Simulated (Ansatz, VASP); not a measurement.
# One calculation of Ge, two programs

```xyz
4
Lattice="4.0227 0.0000 0.0000 -2.0113 3.4838 0.0000 0.0000 0.0000 18.8685" Properties=species:S:1:pos:R:3 pbc="T T T"
Ge    0.0000    2.3225    5.1843
Ge    2.0113    1.1613    4.5000
Ge    3.3522    0.3871   11.1685
Ge    1.3409    1.5483   10.4843
```

Alike in both runs: task single point; functional PBE; dispersion D3(BJ); k mesh 9 × 9 × 1; occupations gaussian, width 0.1 eV; no spin polarisation.

|  | VASP | Ansatz |
| --- | --- | --- |
| version | VASP 6.6.1 | Ansatz 0.2.0 |
| potentials or method | VASP PAW PBE potentials, release 64 (Ge_d), cutoff 520 eV | scalar-relativistic, plane waves, PAW |
| valence electrons in the cell | 56 | 56 |

|  | VASP | Ansatz | Ansatz less VASP |
| --- | --- | --- | --- |
| gap on the k mesh at the Fermi level (eV) | 0.04 | 0.04 | 0.000 |
| least direct gap on the mesh (eV) | 0.04 | 0.04 | 0.000 |
| rms of the force components (eV/Å) | 0.019 | 0.019 | +0.0001 |

Atom by atom the forces differ by 0.000 eV/Å (rms over components).
